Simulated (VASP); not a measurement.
Set up this calculation in VASP 6.6.1, as the native input.

```yaml
Task: single point
Functional: PBE
Potentials_or_basis: VASP PAW PBE potentials, release 64 (Si, W_sv)
Cutoff: 520 eV
k_mesh: 18 × 18 × 18
Occupations: gaussian, width 0.05 eV
Spin: no spin polarisation
Dipole_correction: no
Further_INCAR_settings: ALGO = Normal; EDIFF = 1e-06; NBANDS = 18
```

The structure of Si2W lies in POSCAR:

```
Si2W
1.0
   -1.6069000000      1.6069000000      3.9149500000
    1.6069000000     -1.6069000000      3.9149500000
    1.6069000000      1.6069000000     -3.9149500000
Si W
2 1
Direct
    0.3347000000      0.3347000000      0.0000000000
    0.6653000000      0.6653000000      0.0000000000
    0.0000000000      0.0000000000      0.0000000000
```

One way to write it, as run:

INCAR

```
SYSTEM = Si2W
PREC = Accurate ; ENCUT = 520
EDIFF = 1E-6 ; ISMEAR = 0
SIGMA = 0.05 ; LREAL = .False.
LASPH = .True. ; NELM = 80
ALGO = Normal ; ISIF = 2
LWAVE = .False. ; LCHARG = .True.
GGA = PE ; LELF = .True.
LVHAR = .True. ; NBANDS = 18
```

KPOINTS

```
Automatic mesh
0
Gamma
  18 18 18
  0 0 0
```

Potentials or basis: VASP PAW PBE potentials, release 64 (Si, W_sv).

Command:

```bash
$ cat potpaw_PBE.64/Si/POTCAR potpaw_PBE.64/W_sv/POTCAR > POTCAR
$ mpirun -np 1 vasp_std > vasp.out
```

It gave:

* Pressure: 3.3 GPa
* Largest force: 0.063 eV/Å
* Band gap on the k mesh: zero (band 11 reaches 12.70 eV, above the bottom of band 12 at 11.43 eV)

Caveat: spin-orbit coupling is left out, which moves the levels of the heavy elements.

It took 8.4 min on 1 thread of Oxide Virtual Turin-like Processor (shared host), peak memory 0.43 GiB.
